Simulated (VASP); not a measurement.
Here is a VASP 6.6.1 calculation.

File INCAR:

```
ALGO     = Normal         # electronic algorithm
EDIFF    = 1E-6           # SCF threshold, eV
ENCUT    = 520            # plane-wave cutoff, eV
GGA      = PE             # functional
ISIF     = 2              # what is computed and relaxed
ISMEAR   = -1             # smearing method
LASPH    = True           # aspherical terms in the spheres
LCHARG   = False          # write CHGCAR
LREAL    = False          # projectors in reciprocal space
LWAVE    = False          # write WAVECAR
NBANDS   = 17             # bands
NELM     = 80             # most SCF steps
PREC     = Accurate       # precision mode
SIGMA    = 0.1            # smearing width, eV
```

KPOINTS

```
k-points
0
Gamma
  8 8 8
```

POSCAR

```
SnTe
1.0
    0.0000000000      3.2050000000      3.2050000000
    3.2050000000      0.0000000000      3.2050000000
    3.2050000000      3.2050000000      0.0000000000
Sn Te
1 1
Direct
    0.0000000000      0.0000000000      0.0000000000
    0.5000000000      0.5000000000      0.5000000000
```

Potentials or basis: VASP PAW PBE potentials, release 64 (Sn_d, Te).

Run with:

```sh
$ cat potpaw_PBE.64/Sn_d/POTCAR potpaw_PBE.64/Te/POTCAR > POTCAR
$ mpirun -np 1 vasp_std > vasp.out
```

Task: What does it give for the band gap on the k mesh?

Result: 0.05 eV, direct.

Task: What does it give for the pressure?

Result: -0.1 GPa.

Caveat: spin-orbit coupling is left out, which moves the levels of the heavy elements. A k mesh can miss the band edges.
